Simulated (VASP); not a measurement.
A run of VASP 6.6.1 is set up as follows.

File INCAR:

```
  PREC = Accurate
  ENCUT = 520
  EDIFF = 1E-6
  ISMEAR = 0
  SIGMA = 0.1
  LREAL = F
  LASPH = T
  NELM = 150
  ALGO = Normal
  ISIF = 2
  LWAVE = F
  LCHARG = F
  ISPIN = 2
  MAGMOM = 2.5 2.5 2.5 0
  LORBIT = 11
  LMAXMIX = 4
  GGA = PS
  NBANDS = 30
```

The input KPOINTS:

```
regular mesh
0
Gamma
  6 6 6
```

POSCAR

```
Co3Ir
1.0
    3.5825610000      0.0000000000      0.0000000000
    0.0000000000      3.5825610000      0.0000000000
    0.0000000000      0.0000000000      3.5825610000
Co Ir
3 1
Direct
    0.0000000000      0.5000000000      0.5000000000
    0.5000000000      0.0000000000      0.5000000000
    0.5000000000      0.5000000000      0.0000000000
    0.0000000000      0.0000000000      0.0000000000
```

Potentials or basis: VASP PAW PBE potentials, release 64 (Co, Ir).

Run with:

```bash
$ cat potpaw_PBE.64/Co/POTCAR potpaw_PBE.64/Ir/POTCAR > POTCAR
$ mpirun -np 1 vasp_std > vasp.out
```

**Question.** Estimate the site moments.

**Answer.** Co +1.19; Ir +0.31 μB.

**Question.** Estimate the pressure.

**Answer.** -6.7 GPa.

Caveat: the cell stands under tension; the PAW data sets were made with another functional, which shifts forces and pressure a little.
